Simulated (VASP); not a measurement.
Input of a VASP 6.6.1 run:

Contents of INCAR:

```
  ALGO = Normal
  EDIFF = 1E-6
  ENCUT = 520
  GGA = PS
  ISIF = 2
  ISMEAR = 0
  LASPH = True
  LCHARG = False
  LREAL = False
  LWAVE = False
  NBANDS = 16
  NELM = 80
  PREC = Accurate
  SIGMA = 0.05
```

The input KPOINTS:

```
k-points
0
Gamma
  10 10 10
```

File POSCAR:

```
NbAs
1.0
    0.0000000000      2.6066182476      2.6066182476
    2.6066182476      0.0000000000      2.6066182476
    2.6066182476      2.6066182476      0.0000000000
Nb As
1 1
Direct
    0.5000000000      0.5000000000      0.5000000000
    0.0000000000      0.0000000000      0.0000000000
```

Potentials or basis: VASP PAW PBE potentials, release 64 (Nb_sv, As).

Launch:

```console
$ cat potpaw_PBE.64/Nb_sv/POTCAR potpaw_PBE.64/As/POTCAR > POTCAR
$ mpirun -np 1 vasp_std > vasp.out
```

**Question.** What does it give for the band gap on the k mesh?

**Answer.** Zero (band 9 reaches 10.64 eV, above the bottom of band 10 at 8.70 eV).

**Question.** Predict the pressure.

**Answer.** -0.1 GPa.

Caveat: the PAW data sets were made with another functional, which shifts forces and pressure a little.
